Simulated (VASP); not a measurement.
A run of VASP 6.6.1:

File INCAR:

```
SYSTEM = CO2
ALGO = Normal
EDIFF = 1E-7
EDIFFG = -0.01
ENCUT = 520
GGA = PE
IBRION = 2
ISIF = 2
ISMEAR = 0
ISYM = 0
IVDW = 12
LASPH = .True.
LCHARG = .False.
LREAL = .False.
LWAVE = .False.
NELM = 100
NSW = 100
PREC = Accurate
SIGMA = 0.005
```

File KPOINTS:

```
k-points
0
Gamma
  1 1 1
  0 0 0
```

Contents of POSCAR:

```
CO2
1.0
   15.0000000000      0.0000000000      0.0000000000
    0.0000000000     15.5000000000      0.0000000000
    0.0000000000      0.0000000000     16.0000000000
O C
2 1
Direct
    0.4311452656      0.4994289404      0.4678858984
    0.5713058875      0.4992361011      0.5339449119
    0.4975488469      0.5013349585      0.4981691897
```

Potentials or basis: VASP PAW PBE potentials, release 64 (O, C).

Command:

```bash
$ cat potpaw_PBE.64/O/POTCAR potpaw_PBE.64/C/POTCAR > POTCAR
$ mpirun -np 1 vasp_gam > vasp.out
```

Hardware: 1 thread of Intel(R) Xeon(R) Platinum 8259CL CPU @ 2.50GHz (Skylake/Cascade Lake) (shared host).

**Question.** How long does it take, and how much memory?

**Answer.** Run time: 65 min on 1 thread of Intel(R) Xeon(R) Platinum 8259CL CPU @ 2.50GHz (Skylake/Cascade Lake), on a shared host, peak memory 2.2 GiB. Counts: scf iterations 299, k points 1, ion steps 18.
